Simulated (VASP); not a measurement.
The system is Hf2W.

```
Hf W
1.0
     3.80974    0.00000    0.00000
    -1.90487    3.29933    0.00000
     0.00000    0.00000    4.11350
Hf W
2 1
Cartesian
  0.0000 2.1996 2.0568
  1.9049 1.0998 2.0568
  0.0000 0.0000 0.0000
```

| Property | Result |
| --- | --- |
| Program | VASP 6.6.1 |
| Task | relaxation of cell and atoms |
| Functional | PBE |
| Potentials or basis | VASP PAW PBE potentials, release 64 (Hf_pv, W_sv) |
| Cutoff | 600 eV |
| k mesh | 6 × 6 × 4 |
| Occupations | gaussian, width 0.1 eV |
| Spin | no spin polarisation |

At the start: pressure 43.9 GPa; volume 17.24 Å³/atom.

**Question.** Where does the relaxation end?

**Answer.** Over 11 steps the energy falls by 2471.2 meV/atom and the volume is 19.28 Å³/atom (+11.9 %); space group P6/mmm (No. 191, to 0.1 Å) before and after.

Step by step:
```
step  energy change (eV)  largest force (eV/Å)  pressure (GPa)  volume (Å³)
   1              0.0000                0.0000           43.93        51.71
   2             -2.3658                0.0000          -24.51        91.57
   3             -3.8741                0.0000          -13.88        72.68
   4             -7.1900                0.0000           -9.40        61.81
   5             -7.3890                0.0000           -1.96        58.91
   6             -7.3924                0.0000           -3.87        59.52
   7             -7.3838                0.0000            4.45        56.17
   8             -7.4133                0.0000           -0.32        57.96
   9             -7.4133                0.0000           -0.25        57.93
  10             -7.4136                0.0000            0.17        57.82
  11             -7.4137                0.0000            0.04        57.85
```

Final structure:
```cif
data_structure
_symmetry_space_group_name_H-M 'P 1'
_symmetry_Int_Tables_number 1
_cell_length_a 4.8839
_cell_length_b 4.8839
_cell_length_c 2.8008
_cell_angle_alpha 90.000
_cell_angle_beta 90.000
_cell_angle_gamma 120.000
_cell_volume 57.85
loop_
_atom_site_label
_atom_site_type_symbol
_atom_site_fract_x
_atom_site_fract_y
_atom_site_fract_z
_atom_site_occupancy
Hf1 Hf 0.33333 0.66667 0.50000 1
Hf2 Hf 0.66667 0.33333 0.50000 1
W1 W 0.00000 0.00000 0.00000 1
```

Caveat: the k points lie up to 0.56 Å⁻¹ apart in the final cell, too coarse for converged energies and pressures of a metal; a cell axis changed by over 15 % at a fixed basis, so the end point is rough.
